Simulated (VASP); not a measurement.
**BN: single point with r2SCAN**

BN:

```
CELL_PARAMETERS angstrom
2.50804 0.00000 0.00000
-1.24671 2.17623 0.00000
-0.63067 -1.08812 3.02254
ATOMIC_POSITIONS crystal
B 0.97964 0.98350 0.00181
N 0.66851 0.33238 0.98500
```

* Program: VASP 6.6.1
* Task: single point
* Functional: r2SCAN
* Potentials or basis: VASP PAW PBE potentials, release 64 (B, N)
* Cutoff: 520 eV
* k mesh: 9 × 9 × 9
* Occupations: methfessel-paxton, width 0.05 eV
* Spin: no spin polarisation
* Dipole correction: no
* Further INCAR settings: ALGO = Normal; EDIFF = 1e-07; NBANDS = 11

```yaml
Pressure: 1.2 GPa
Largest_force: 2.728 eV/Å
Band_gap_on_the_k_mesh: 3.47 eV, indirect (least direct gap 5.16 eV)
```

Forces in eV/Å, atoms in the order of the input:
```
B    1.650  2.080 -0.629
N   -1.650 -2.080  0.629
```

Stress tensor (GPa, compression positive):
```
-6.94 -4.52  0.56
-4.52  4.20  1.17
 0.56  1.17  6.19
```

Levels at points of the mesh, in eV from the valence-band top:
```tsv
k point	band 1	band 2	band 3	band 4	band 5	band 6	band 7	band 8
(0.00, 0.00, 0.00)	-19.29	-3.89	-2.56	-0.85	5.96	10.91	13.02	14.16
```

Wall time 2.4 min on 1 thread of Intel(R) Xeon(R) Platinum 8488C (Sapphire Rapids), on a shared host, peak memory 0.18 GiB.

Caveat: the PAW data sets were made with another functional, which shifts forces and pressure a little. A k mesh can miss the band edges.
